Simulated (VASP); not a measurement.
Write the native input for VASP 6.6.1 that does the following.

```yaml
Task: relaxation of shape and atoms at fixed volume
Functional: PBE
Potentials_or_basis: VASP PAW PBE potentials, release 64 (Ca_sv, F)
Cutoff: 600 eV
k_mesh: 12 × 12 × 8
Occupations: gaussian, width 0.1 eV
Spin: no spin polarisation
Dipole_correction: no
Further_INCAR_settings: ALGO = Normal; EDIFF = 1e-07; IBRION = 2; EDIFFG = -0.01; NSW = 50; ISIF = 4
```

The structure of CaF lies in POSCAR:

```
CaF
1.0
    3.8995073888      0.0000000000      0.0000000000
    0.0000000000      3.8995073888      0.0000000000
    0.0000000000      0.0000000000      5.6443963161
Ca F
2 2
Direct
    0.5000000000      0.0000000000      0.7732765595
    0.0000000000      0.5000000000      0.2267234405
    0.0000000000      0.0000000000      0.0000000000
    0.5000000000      0.5000000000      0.0000000000
```

The input as run:

INCAR

```
SYSTEM = CaF
  ALGO = Normal
  EDIFF = 1E-7
  EDIFFG = -0.01
  ENCUT = 600
  GGA = PE
  GGA_COMPAT = .FALSE.
  IBRION = 2
  ISIF = 4
  ISMEAR = 0
  LASPH = .TRUE.
  LCHARG = .FALSE.
  LREAL = .FALSE.
  LWAVE = .FALSE.
  NELM = 120
  NELMIN = 4
  NSW = 50
  PREC = Accurate
  SIGMA = 0.1
```

KPOINTS

```
k-points
0
G
  12 12 8
  0 0 0
```

Potentials or basis: VASP PAW PBE potentials, release 64 (Ca_sv, F).

Launch:

```sh
$ cat potpaw_PBE.64/Ca_sv/POTCAR potpaw_PBE.64/F/POTCAR > POTCAR
$ mpirun -np 1 vasp_std > vasp.out
```

It gave:

```json
{"Energy gained by relaxing": "1.1 meV/atom", "Ionic steps": "3", "Pressure after relaxing": "1.2 GPa", "Band gap on the k mesh": "zero (bands 17 and 18 overlap by 1.30 eV)"}
```

Run time: 3.4 min on 1 thread of Intel(R) Xeon(R) Platinum 8559C (Emerald Rapids), with other jobs on the host, peak memory 0.42 GiB.
